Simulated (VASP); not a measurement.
# HgTe (F-43m) in VASP: notebook, part 2 of 2

VASP 6.6.1.

**3. Electric field gradients, PBE (32.16 Å³/atom)**

This run uses another cell than the first one, of 32.16 Å³/atom.

Contents of INCAR:

```
ALGO = Normal
EDIFF = 1E-8
ENCUT = 520
GGA = PE
ISIF = 2
ISMEAR = -1
LASPH = True
LCHARG = False
LEFG = True
LREAL = False
LWAVE = False
NBANDS = 16
NELM = 60
PREC = Accurate
SIGMA = 0.03
```

Contents of KPOINTS:

```
k-points
0
Gamma
  11 11 11
```

Contents of POSCAR:

```
HgTe
1.0
    0.0000000000      3.1799338486      3.1799338486
    3.1799338486      0.0000000000      3.1799338486
    3.1799338486      3.1799338486      0.0000000000
Hg Te
1 1
Direct
    0.0000000000      0.0000000000      0.0000000000
    0.7500000000      0.7500000000      0.7500000000
```

Potentials or basis: VASP PAW PBE potentials, release 64 (Hg, Te).

Started as:

```bash
cat potpaw_PBE.64/Hg/POTCAR potpaw_PBE.64/Te/POTCAR > POTCAR
mpirun -np 1 vasp_std > vasp.out
```

OUTCAR:

```text
EDIFF = 1E-8
   ENCUT = 520
   GGA = PE
   ISIF = 2
   ISMEAR = -1
   LASPH = True
   LREAL = False
   NELM = 60
   PREC = Accurate

 ion  position               nearest neighbor table
   1  0.000  0.000  0.000-   2 2.75   2 2.75   2 2.75   2 2.75
   2  0.750  0.750  0.750-   1 2.75   1 2.75   1 2.75   1 2.75

  LATTYP: Found a face centered cubic cell.
 ALAT       =     6.3598676972

  Lattice vectors:

 A1 = (   0.0000000000,   3.1799338486,   3.1799338486)
 A2 = (   3.1799338486,   0.0000000000,   3.1799338486)
[... 669 lines left out ...]
  free  energy   TOTEN  =        -3.4826963239 eV

  energy  without entropy=       -3.4825663150  energy(sigma->0) =       -3.48263132

 Electric field gradients (V/A^2)
---------------------------------------------------------------------
 ion       V_xx      V_yy      V_zz      V_xy      V_xz      V_yz
---------------------------------------------------------------------
   1       0.000    -0.000     0.000    -0.001    -0.001    -0.001
   2       0.000    -0.000    -0.000    -0.000    -0.000    -0.000
---------------------------------------------------------------------

 Electric field gradients after diagonalization (V/A^2)
 (convention: |V_zz| > |V_xx| > |V_yy|)
----------------------------------------------------------------------
 ion       V_xx      V_yy      V_zz     asymmetry (V_yy - V_xx)/ V_zz
----------------------------------------------------------------------
   1       0.001     0.001    -0.001       0.000
   2       0.000     0.000    -0.000       0.000
----------------------------------------------------------------------

           NMR quadrupolar parameters

 Cq : quadrupolar parameter    Cq=e*Q*V_zz/h
 eta: asymmetry parameters     (V_yy - V_xx)/ V_zz
 Q  : nuclear electric quadrupole moment in mb (millibarn)
----------------------------------------------------------------------
 ion       Cq(MHz)       eta       Q (mb)
----------------------------------------------------------------------
   1      -0.000       0.000       1.000
   2      -0.000       0.000       1.000
----------------------------------------------------------------------
```

OSZICAR:

```text
N       E                     dE             d eps       ncg     rms          rms(c)
DAV:   1     0.105678339853E+03    0.10568E+03   -0.81559E+03  1800   0.985E+02
DAV:   2    -0.138468857605E+00   -0.10582E+03   -0.99168E+02  2096   0.230E+02
DAV:   3    -0.367086699815E+01   -0.35324E+01   -0.35254E+01  2216   0.436E+01
DAV:   4    -0.370344217852E+01   -0.32575E-01   -0.32573E-01  2664   0.377E+00
DAV:   5    -0.370358716367E+01   -0.14499E-03   -0.14498E-03  2344   0.200E-01    0.856E+00
DAV:   6    -0.349258869470E+01    0.21100E+00   -0.40798E-01  2032   0.890E+00    0.665E+00
DAV:   7    -0.348369277999E+01    0.88959E-02   -0.10963E-01  2128   0.232E+00    0.227E+00
DAV:   8    -0.348264519017E+01    0.10476E-02   -0.12624E-02  1976   0.132E+00    0.595E-01
DAV:   9    -0.348265479693E+01   -0.96068E-05   -0.77098E-04  2336   0.324E-01    0.151E-01
DAV:  10    -0.348268333620E+01   -0.28539E-04   -0.87073E-05  2264   0.823E-02    0.519E-02
DAV:  11    -0.348269919697E+01   -0.15861E-04   -0.41076E-05  2120   0.530E-02    0.480E-02
DAV:  12    -0.348269665435E+01    0.25426E-05   -0.50672E-06  2016   0.230E-02    0.225E-02
DAV:  13    -0.348269630924E+01    0.34512E-06   -0.10738E-06  2240   0.557E-03    0.444E-03
DAV:  14    -0.348269622620E+01    0.83034E-07   -0.29564E-07  2096   0.545E-03    0.542E-03
DAV:  15    -0.348269626645E+01   -0.40252E-07   -0.38788E-08  2248   0.177E-03    0.256E-03
DAV:  16    -0.348269635155E+01   -0.85101E-07   -0.12285E-08  1888   0.666E-04    0.624E-04
DAV:  17    -0.348269632364E+01    0.27913E-07   -0.10747E-09  1016   0.216E-04    0.162E-04
DAV:  18    -0.348269632388E+01   -0.23897E-09   -0.91215E-11   960   0.721E-05
   1 F= -.34826963E+01 E0= -.34826313E+01  d E =-.130009E-03
```

stdout:

```text
POSCAR found type information on POSCAR HgTe
 POSCAR found :  2 types and       2 ions
 scaLAPACK will be used
 LDA part: xc-table for (Slater+PW92), standard interpolation
 POSCAR, INCAR and KPOINTS ok, starting setup
 FFT: planning ... GRIDC
 FFT: planning ... GRID_SOFT
 FFT: planning ... GRID
 WAVECAR not read
 entering main loop
ion   1

ion   2
```

It took 1.9 min on 1 thread of Intel Xeon 8259CL, shared host; peak memory 0.24 GiB.

What came out:

| Item | Value |
| --- | --- |
| Free energy | -3.4827 eV |
| Pressure | 6.6 GPa |
| Band gap on the k mesh | zero (filled and empty bands touch) |
| Largest electric field gradient by atom | zero within the noise of the run |

Levels at points of the mesh, in eV from the Fermi level:
```tsv
k point	band 7	band 8	band 9	band 10	band 11	band 12
(0.00, 0.00, 0.00)	-0.63	-0.03	-0.03	-0.03	4.10	4.10
```

Caveat: the cell stands under pressure; semilocal functionals underestimate gaps, so a narrow gap can read as zero; spin-orbit coupling is left out, which moves the levels of the heavy elements.
